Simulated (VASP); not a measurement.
WS2, 6 atoms in the cell. Symmetry: P6_3/mmc, No. 194, hexagonal system. Conventional cell: a = 3.249 Å, b = 3.249 Å, c = 12.027 Å, α = 90.00°, β = 90.00°, γ = 120.00°. Within 3.2 Å of W (site symmetry -6m2) lie 6 S at 2.43 Å. S (site symmetry 3m) has 3 W at 2.43 Å and 1 S at 3.08 Å within 3.2 Å. 

| Item | Value |
| --- | --- |
| Program | VASP 6.6.1 |
| Task | single point |
| Functional | PBE |
| Dispersion | D3(BJ) |
| Potentials or basis | VASP PAW PBE potentials, release 64 (W_sv, S) |
| Cutoff | 520 eV |
| k mesh | 12 × 12 × 4 |
| Occupations | gaussian, width 0.02 eV |
| Spin | no spin polarisation |
| Dipole correction | no |
| Further INCAR settings | ALGO = Normal; EDIFF = 1e-07; NBANDS = 35 |

Potentials or basis: VASP PAW PBE potentials, release 64 (W_sv, S).

Command:

```console
$ cat potpaw_PBE.64/W_sv/POTCAR potpaw_PBE.64/S/POTCAR > POTCAR
$ mpirun -np 1 vasp_std > vasp.out
```

Hardware: 1 thread of Intel(R) Xeon(R) 6975P-C (Granite Rapids), with other jobs on the host.

Estimate the wall time of this run.

It took 2.2 min on 1 thread of Intel(R) Xeon(R) 6975P-C (Granite Rapids) (shared host), peak memory 0.33 GiB. Counts: scf iterations 17, k points 57.
